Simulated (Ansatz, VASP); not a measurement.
**Mg in VASP and in Ansatz**

```
Mg
1.0
     3.18787    0.00000    0.00000
    -1.59394    2.76078    0.00000
     0.00000    0.00000   10.37031
Mg
4
Direct
  0.00000 0.00000 0.00000
  0.00000 0.00000 0.50000
  0.33333 0.66667 0.25000
  0.66667 0.33333 0.75000
```

Alike in both runs: task single point; functional RPBE; k mesh 13 × 13 × 4; occupations fermi-dirac, width 0.1 eV; no spin polarisation.

```csv
,VASP,Ansatz
version,VASP 6.6.1,Ansatz 0.2.0
potentials or method,"VASP PAW PBE potentials, release 64 (Mg), cutoff 520 eV","plane waves (420 eV) with PAW, scalar-relativistic"
valence electrons in the cell,8,40
```

|  | VASP | Ansatz | Ansatz less VASP |
| --- | --- | --- | --- |
| pressure (GPa) | 1.4 | 1.6 | +0.20 |

VASP's potentials were made for PBE, not for RPBE. VASP's potentials hold 8 valence electrons a cell and Ansatz's 40, so a difference there can come from the potentials and not from the codes.
